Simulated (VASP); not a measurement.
# MoS2 (R-3m) in VASP: single point with PBE

Aim: the single point of MoS2 with PBE.

Program: VASP 6.6.1. These are calculated values, not measurements. Logs are shortened: lines on timing, memory, paths and dates and some standing lists are left out, and cuts for length are marked.

## (1) The cell of the first run

The structure is trigonal, space group R-3m (No. 166). The conventional cell has a = 3.186 Å, b = 3.186 Å, c = 43.531 Å, α = 90.00°, β = 90.00°, γ = 120.00°. Within 3.2 Å of Mo (site symmetry 3m) lie 6 S at 2.41 Å and 6 Mo at 3.19 Å. Within 3.2 Å of S (site symmetry 3m) lie 3 Mo at 2.41 Å and 7 S at 3.13 to 3.19 Å. Within 3.2 Å of S (site symmetry 3m) lie 3 Mo at 2.41 Å and 7 S at 3.13 to 3.19 Å.

## (2) Single point, PBE (the part above a cut slid along it)

File INCAR:

```
PREC = Accurate ; ENCUT = 520
EDIFF = 1E-6 ; ISMEAR = 0
SIGMA = 0.05 ; LREAL = False
LASPH = True ; NELM = 80
ALGO = Normal ; ISIF = 2
LWAVE = False ; LCHARG = False
GGA = PE ; NBANDS = 35
```

File KPOINTS:

```
regular mesh
0
Gamma
  10 10 2
```

File POSCAR:

```
MoS2
1.0
   -3.1855822414      0.0000000000      0.0000000000
   -1.5927911207     -2.7587951469      0.0000000000
   -1.5926318416     -0.9195064225     14.5104568311
Mo S
2 4
Direct
    0.2500083333      0.2500083333      0.2500000000
    0.4166916667      0.4166916667      0.7500000000
    0.1192496870      0.1192496870      0.6423151704
    0.6192330204      0.6192330204      0.1423151704
    0.0474669796      0.0474669796      0.8576848296
    0.5474503130      0.5474503130      0.3576848296
```

Potentials or basis: VASP PAW PBE potentials, release 64 (Mo_sv, S).

Run with:

```bash
cat potpaw_PBE.64/Mo_sv/POTCAR potpaw_PBE.64/S/POTCAR > POTCAR
mpirun -np 1 vasp_std > vasp.out
```

OUTCAR:

```text
PREC = Accurate
   ENCUT = 520
   EDIFF = 1E-6
   ISMEAR = 0
   LREAL = False
   LASPH = True
   NELM = 80
   ISIF = 2
   GGA = PE

 ion  position               nearest neighbor table
   1  0.250  0.250  0.250-   6 2.41   6 2.41   4 2.41   4 2.41   4 2.41   6 2.41
   2  0.417  0.417  0.750-   3 2.41   3 2.41   5 2.41   5 2.41   5 2.41   3 2.41
   3  0.119  0.119  0.642-   2 2.41   2 2.41   2 2.41
   4  0.619  0.619  0.142-   1 2.41   1 2.41   1 2.41
   5  0.047  0.047  0.858-   2 2.41   2 2.41   2 2.41
   6  0.547  0.547  0.358-   1 2.41   1 2.41   1 2.41

  LATTYP: Found a trigonal (rhomboedric) cell.
 ALAT       =    14.6265281489
 COS(alpha) =     0.9762827618

  Lattice vectors:

 A1 = (  -1.5926318416,  -0.9195064225,  14.5104568311)
 A2 = (   1.5929503998,  -0.9195064225,  14.5104568311)
 A3 = (   0.0001592791,   1.8392887244,  14.5104568311)

Analysis of symmetry for initial positions (statically):
=====================================================================
 Subroutine PRICEL returns:
 Original cell was already a primitive cell.

 Routine SETGRP: Setting up the symmetry group for a
 trigonal (rhombohedral) supercell.

 Subroutine GETGRP returns: Found  4 space group operations
 (whereof  2 operations were pure point group operations)
 out of a pool of 12 trial point group operations.

The static configuration has the point symmetry C_1h.
 The point group associated with its full space group is C_2h.

Analysis of symmetry for dynamics (positions and initial velocities):
=====================================================================
 Subroutine PRICEL returns:
 Original cell was already a primitive cell.

 Routine SETGRP: Setting up the symmetry group for a
 trigonal (rhombohedral) supercell.

 Subroutine GETGRP returns: Found  4 space group operations
 (whereof  2 operations were pure point group operations)
 out of a pool of 12 trial point group operations.

The dynamic configuration has the point symmetry C_1h.
 The point group associated with its full space group is C_2h.

 Subroutine INISYM returns: Found  4 space group operations
 (whereof  2 operations are pure point group operations),
 and found     1 'primitive' translations

----------------------------------------------------------------------------------------

                                     Primitive cell

  volume of cell :     127.5232

  direct lattice vectors                    reciprocal lattice vectors
    -3.185582241  0.000000000  0.000000000    -0.313914357  0.181238538 -0.022969642
    -1.592791121 -2.758795147  0.000000000     0.000000000 -0.362477077 -0.022969642
    -1.592631842 -0.919506423 14.510456831     0.000000000  0.000000000  0.068915818

  length of vectors
     3.185582241  3.185582241 14.626528149     0.363204124  0.363204124  0.068915818

  position of ions in fractional coordinates (direct lattice)
     0.250008333  0.250008333  0.250000000
     0.416691667  0.416691667  0.750000000
     0.119249687  0.119249687  0.642315170
     0.619233020  0.619233020  0.142315170
     0.047466980  0.047466980  0.857684830
     0.547450313  0.547450313  0.357684830

  ion indices of the primitive-cell ions
   primitive index   ion index
                 1           1
                 2           2
                 3           3
                 4           4
                 5           5
                 6           6

----------------------------------------------------------------------------------------

 KPOINTS: regular mesh

Automatic generation of k-mesh.
 Grid dimensions read from file:
 generate k-points for:   10   10    2

 Generating k-lattice:

  Cartesian coordinates                     Fractional coordinates (reciprocal lattice)
    -0.031391436  0.018123854 -0.002296964     0.100000000 -0.000000000 -0.000000000
     0.000000000 -0.036247708 -0.002296964     0.000000000  0.100000000  0.000000000
     0.000000000  0.000000000  0.034457909     0.000000000  0.000000000  0.500000000

  Length of vectors
     0.036320412  0.036320412  0.034457909

  Shift w.r.t. Gamma in fractional coordinates (k-lattice)
     0.000000000  0.000000000  0.000000000

 -----------------------------------------------------------------------------
|                                                                             |
|           W    W    AA    RRRRR   N    N  II  N    N   GGGG   !!!           |
|           W    W   A  A   R    R  NN   N  II  NN   N  G    G  !!!           |
|           W    W  A    A  R    R  N N  N  II  N N  N  G       !!!           |
|           W WW W  AAAAAA  RRRRR   N  N N  II  N  N N  G  GGG   !            |
|           WW  WW  A    A  R   R   N   NN  II  N   NN  G    G                |
|           W    W  A    A  R    R  N    N  II  N    N   GGGG   !!!           |
|                                                                             |
|     Your reciprocal lattice and k-lattice belong to different lattice       |
|     classes:                                                                |
|                                                                             |
|        The reciprocal lattice is rhombohedral (trigonal),                   |
|        whereas your k-lattice is base-centered monoclinic.                  |
|                                                                             |
|     Results are often still useful ...                                      |
|                                                                             |
 -----------------------------------------------------------------------------

 WARNING: IBZKPT: internal override: KBLOWUP is changed to .FALSE.
      ... skipping the blow-up phase ...

 Subroutine IBZKPT returns following result:
 ===========================================

 Found     62 irreducible k-points:

 Following reciprocal coordinates:
            Coordinates               Weight
  0.000000  0.000000  0.000000      1.000000
  0.100000 -0.000000  0.000000      4.000000
  0.200000 -0.000000  0.000000      4.000000
  0.300000 -0.000000  0.000000      4.000000
  0.400000  0.000000  0.000000      4.000000
  0.500000  0.000000  0.000000      2.000000
[... 16 lines left out ...]
  0.300000  0.300000  0.000000      2.000000
  0.400000  0.300000 -0.000000      4.000000
 [... further k-points ...]
   k-points           NKPTS =     62   k-points in BZ     NKDIM =     62   number of bands    NBANDS=     35
   number of dos      NEDOS =    301   number of ions     NIONS =      6
   total plane-waves  NPLWV =  64512
   dimension x,y,z NGX =    24 NGY =   24 NGZ =  112
   dimension x,y,z NGXF=    48 NGYF=   48 NGZF=  224
   ions per type =               2   4
   NGX,Y,Z   is equivalent  to a cutoff of  12.52, 12.52, 12.73 a.u.
   NGXF,Y,Z  is equivalent  to a cutoff of  25.05, 25.05, 25.46 a.u.
 SYSTEM =  unknown system
   PREC   = accura    normal or accurate (medium, high low for compatibility)
   ISTART =      0    job   : 0-new  1-cont  2-samecut
   ICHARG =      2    charge: 1-file 2-atom 10-const
   ISPIN  =      1    spin polarized calculation?
   LNONCOLLINEAR =      F non collinear calculations
   LSORBIT =      F    spin-orbit coupling
   LASPH  =      T    aspherical Exc in radial PAW
   ENCUT  =  520.0 eV  38.22 Ry    6.18 a.u.   5.92  5.92 27.20*2*pi/ulx,y,z
   NELM   =     80;   NELMIN=  2; NELMDL= -5     # of ELM steps
   EDIFF  = 0.1E-05   stopping-criterion for ELM
   LREAL  =      F    real-space projection
   EDIFFG = 0.1E-04   stopping-criterion for IOM
   NSW    =      0    number of steps for IOM
   IBRION =     -1    ionic relax: 0-MD 1-quasi-New 2-CG
   NFREE  =      0    steps in history (QN), initial steepest desc. (CG)
   ISIF   =      2    stress and relaxation
   ISYM   =      2    0-nonsym 1-usesym 2-fastsym
   POTIM  = 0.5000    time-step for ionic-motion
   TEBEG  =    0.0;   TEEND  =   0.0 temperature during run
   PSTRESS=    0.0 pullay stress
   NELECT =      52.0000    total number of electrons
   NUPDOWN=      -1.0000    fix difference up-down
   EMIN   =  10.00;   EMAX   =-10.00  energy-range for DOS
   EFERMI =   0.00;   METHOD = LEGACY
   ISMEAR =     0;   SIGMA  =   0.05  broadening in eV -4-tet -1-fermi 0-gaus
   EFERMI_NEDOS =   21; number of points for ismear=-14 and -15
   IALGO  =     38    algorithm
   IMIX   =      4    mixing-type and parameters
     AMIX     =   0.40;   BMIX     =  1.00
     AMIX_MAG =   1.60;   BMIX_MAG =  1.00
  volume/ion in A,a.u.               =      21.25       143.43
  Fermi-wavevector in a.u.,A,eV,Ry     =   1.213984  2.294096 20.051671  1.473756
  Thomas-Fermi vector in A             =   2.349418
   LORBIT       =      0    0 simple, 1 ext, 2 COOP (PROOUT), +10 PAW based schemes
   GGA     = PE    functional components
   LHFCALC =     F    Hartree Fock is set to
   AEXX    =    0.0000 exact exchange contribution
   IVDW    =     0    specifies the selected vdW correction
   LEPSILON=     F    determine dielectric tensor
   LRPA    =     F    only Hartree local field effects (RPA)
 non-spin polarized calculation
 Gauss-broadening in eV      SIGMA  =   0.05
  energy-cutoff  :      520.00
  volume of cell :      127.52
 maximum number of plane-waves:      3461
   NGX = 11   NGY = 11   NGZ = 55

 number of electron      51.9999993 magnetization

 Free energy of the ion-electron system (eV)
  ---------------------------------------------------
  ext. energy  EPLUGINS =         0.00000000
  ---------------------------------------------------
  free energy    TOTEN  =       -43.71407402 eV

  energy without entropy =      -43.71407402  energy(sigma->0) =      -43.71407402

 E-fermi :   5.4018     XC(G=0):  -9.5834

 val. band max:        5.0350579464   @ k =   0.0000   0.0000   0.0000
 cond. band min:       6.5858583611   @ k =  -0.3000   0.3000  -0.0000
 fundamental gap:      1.5508004147
 Fermi energy:         5.4018390734

 k-point     1 :       0.0000    0.0000    0.0000
  band No.  band energies     occupation
      1     -56.0747      2.00000
      2     -56.0747      2.00000
      3     -30.2119      2.00000
      4     -30.2119      2.00000
      5     -30.0108      2.00000
      6     -30.0108      2.00000
[... 27 lines left out ...]
     34       7.8022      0.00000
     35      10.6991      0.00000

 k-point     2 :       0.1000   -0.0000    0.0000
  band No.  band energies     occupation
      1     -56.0712      2.00000
      2     -56.0712      2.00000
      3     -30.2049      2.00000
      4     -30.2049      2.00000
      5     -30.0467      2.00000
      6     -30.0467      2.00000
[... 27 lines left out ...]
     34       7.8038      0.00000
     35      11.2545      0.00000

 k-point     3 :       0.2000   -0.0000    0.0000
  band No.  band energies     occupation
      1     -56.0620      2.00000
      2     -56.0620      2.00000
      3     -30.1866      2.00000
      4     -30.1866      2.00000
      5     -30.1397      2.00000
      6     -30.1397      2.00000
[... 27 lines left out ...]
     34       8.3215      0.00000
     35      11.8743      0.00000

 k-point     4 :       0.3000   -0.0000    0.0000
  band No.  band energies     occupation
      1     -56.0506      2.00000
      2     -56.0506      2.00000
      3     -30.2529      2.00000
      4     -30.2529      2.00000
      5     -30.1638      2.00000
      6     -30.1638      2.00000
[... 27 lines left out ...]
     34       8.7712      0.00000
     35      12.0840      0.00000

 k-point     5 :       0.4000    0.0000    0.0000
  band No.  band energies     occupation
      1     -56.0413      2.00000
      2     -56.0413      2.00000
      3     -30.3430      2.00000
      4     -30.3430      2.00000
      5     -30.1453      2.00000
      6     -30.1453      2.00000
[... 638 lines left out ...]
 k-point    22 :      -0.2000    0.2000    0.0000
  band No.  band energies     occupation
      1     -56.0453      2.00000
      2     -56.0453      2.00000
      3     -30.2721      2.00000
      4     -30.2721      2.00000
      5     -30.1532      2.00000
      6     -30.1532      2.00000
[... 27 lines left out ...]
     34       9.2589      0.00000
     35      12.5566      0.00000

 k-point    23 :       0.3000    0.3000    0.0000
  band No.  band energies     occupation
      1     -56.0506      2.00000
      2     -56.0506      2.00000
      3     -30.2529      2.00000
      4     -30.2529      2.00000
      5     -30.1638      2.00000
      6     -30.1638      2.00000
[... 27 lines left out ...]
     34       8.7838      0.00000
     35      12.1135      0.00000

 k-point    24 :       0.4000    0.3000   -0.0000
  band No.  band energies     occupation
      1     -56.0442      2.00000
      2     -56.0442      2.00000
      3     -30.3003      2.00000
      4     -30.3003      2.00000
      5     -30.1511      2.00000
      6     -30.1510      2.00000
[... 27 lines left out ...]
     34       9.1005      0.00000
     35      12.2468      0.00000

 [... further k-points ...]

------------------------ aborting loop because EDIFF is reached ----------------------------------------

  FORCE on cell =-STRESS in cart. coord.  units (eV):
  Direction    XX          YY          ZZ          XY          YZ          ZX
  --------------------------------------------------------------------------------------
  -------------------------------------------------------------------------------------
  Total       -0.0970371     -0.0967985     -0.0918393     -0.0002067     -0.0001285     -0.0002225
  in kB       -1.2191553     -1.2161570     -1.1538509     -0.0025965     -0.0016139     -0.0027954
  external PRESSURE =      -1.1963877 kB  Pullay stress =       0.0000000 kB

 VOLUME and BASIS-vectors are now :
 -----------------------------------------------------------------------------
  energy-cutoff  :      520.00
  volume of cell :      127.52
      direct lattice vectors                 reciprocal lattice vectors
    -3.185582241  0.000000000  0.000000000    -0.313914357  0.181238538 -0.022969642
    -1.592791121 -2.758795147  0.000000000     0.000000000 -0.362477077 -0.022969642
    -1.592631842 -0.919506423 14.510456831     0.000000000  0.000000000  0.068915818

 POSITION                                       TOTAL-FORCE (eV/Angst)
 -----------------------------------------------------------------------------------
     -1.59279     -0.91960      3.62761         0.000002      0.000001     -0.000563
     -3.18558     -1.83920     10.88284        -0.000002     -0.000001      0.000563
     -1.59279     -0.91960      9.32029        -0.000057     -0.000033      0.015198
     -3.18558     -1.83920      2.06506        -0.000054     -0.000031      0.019053
     -1.59279     -0.91960     12.44540         0.000054      0.000031     -0.019053
     -3.18558     -1.83920      5.19017         0.000057      0.000033     -0.015198
 -----------------------------------------------------------------------------------
    total drift:                               -0.000000     -0.000000     -0.000000

  FREE ENERGIE OF THE ION-ELECTRON SYSTEM (eV)
  ---------------------------------------------------
  free  energy   TOTEN  =       -43.7140740185 eV

  energy  without entropy=      -43.7140740185  energy(sigma->0) =      -43.71407402
```

It took 12 min on 1 thread of AMD EPYC, shared host; peak memory 0.34 GiB.

Results:

```
Free energy            : -43.7141 eV
Pressure               : -0.1 GPa
Largest force          : 0.019 eV/Å
Band gap on the k mesh : 1.55 eV (least direct gap 1.91 eV)
```

Forces on the atoms (eV/Å):
```
Mo   0.000  0.000 -0.001
Mo   0.000  0.000  0.001
S    0.000  0.000  0.015
S    0.000  0.000  0.019
S    0.000  0.000 -0.019
S    0.000  0.000 -0.015
```

Caveat: the cell differs from its parent crystal (the part above a cut slid along it); this functional lacks dispersion, which binds layers or chains, so the pressure and a relaxed spacing across them are unreliable. A k mesh can miss the band edges.
